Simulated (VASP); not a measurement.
Write the native input for VASP 6.6.1 that does the following.

| Property | Result |
| --- | --- |
| Task | single point |
| Functional | LDA |
| Potentials or basis | VASP PAW LDA potentials, release 64 (Si) |
| Cutoff | 500 eV |
| k mesh | 10 × 10 × 10 |
| Occupations | gaussian, width 0.03 eV |
| Spin | no spin polarisation |
| Dipole correction | no |
| Further INCAR settings | ALGO = Normal; EDIFF = 1e-06; NBANDS = 16 |

The structure of Si lies in POSCAR:

```
Si
1.0
   -3.3012718576      3.3012718576      1.9083649472
    3.3012718576     -3.3012718576      1.9083649472
    3.3012718576      3.3012718576     -1.9083649472
Si
4
Direct
    0.1772368882      0.1772368882      0.3544737764
    0.8227631118      0.8227631118      0.6455262236
    0.1804497717      0.8195502283      0.0000000000
    0.8195502283      0.1804497717      0.0000000000
```

This cell differs from its parent crystal: mode 8 (404.8 1/cm) frozen in, largest displacement +0.015 Å.

These files were run (other wordings do the same):

INCAR

```
SYSTEM = Si
PREC     = Accurate       ! precision mode
ENCUT    = 500            ! plane-wave cutoff, eV
EDIFF    = 1E-6           ! SCF threshold, eV
ISMEAR   = 0              ! smearing method
SIGMA    = 0.03           ! smearing width, eV
LREAL    = .FALSE.        ! projectors in reciprocal space
LASPH    = .TRUE.         ! aspherical terms in the spheres
NELM     = 120            ! most SCF steps
ALGO     = Normal         ! electronic algorithm
ISIF     = 2              ! what is computed and relaxed
LWAVE    = .FALSE.        ! write WAVECAR
LCHARG   = .TRUE.         ! write CHGCAR
GGA      = CA             ! functional
LELF     = .TRUE.         ! ELF
LVHAR    = .TRUE.       
NBANDS   = 16             ! bands
GGA_COMPAT= .FALSE.
```

KPOINTS

```
regular mesh
0
G
  10 10 10
  0 0 0
```

Potentials or basis: VASP PAW LDA potentials, release 64 (Si).

Launch:

```sh
$ cat potpaw_LDA.64/Si/POTCAR > POTCAR
$ mpirun -np 1 vasp_std > vasp.out
```

Results of the run:

```yaml
Pressure: 0.1 GPa
Largest_force: 0.260 eV/Å
Band_gap_on_the_k_mesh: 0.14 eV, indirect (least direct gap 0.20 eV)
```

Caveat: the cell differs from its parent crystal (mode 8 (404.8 1/cm) frozen in, largest displacement +0.015 Å).

Run time: 90 s on 1 thread of Intel(R) Xeon(R) 6975P-C (Granite Rapids), with other jobs on the host, peak memory 0.29 GiB.
